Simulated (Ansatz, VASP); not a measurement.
## KI: VASP beside Ansatz

```
CELL_PARAMETERS angstrom
0.00000 3.62388 3.33397
3.62388 0.00000 3.33397
3.62388 3.62388 0.00000
ATOMIC_POSITIONS crystal
K 0.00000 0.00000 0.00000
I 0.50000 0.50000 0.50000
```

Alike in both runs: task single point; functional PBE; k mesh 6 × 6 × 6; occupations gaussian, width 0.05 eV; no spin polarisation.

```csv
,VASP,Ansatz
version,VASP 6.6.1,Ansatz 0.2.0
potentials or method,"VASP PAW PBE potentials, release 64 (K_sv, I), cutoff 520 eV","scalar-relativistic, plane waves, PAW"
valence electrons in the cell,16,26
```

Ansatz gave:

| Item | Value |
| --- | --- |
| gap on the k mesh at the Fermi level (eV) | 3.95 |
| least direct gap on the mesh (eV) | 3.95 |
| pressure (GPa) | 1.0 |
| traceless stress, the component that is largest in VASP (GPa) | 1.83 |

Question: Which values does VASP return?

Answer: gap on the k mesh at the Fermi level (eV): 3.94; least direct gap on the mesh (eV): 3.94; pressure (GPa): 1.0; traceless stress, the component that is largest in VASP (GPa): 1.85.

VASP's potentials hold 16 valence electrons a cell and Ansatz's 26, so a difference there can come from the potentials and not from the codes.

Spin-orbit coupling is off throughout.
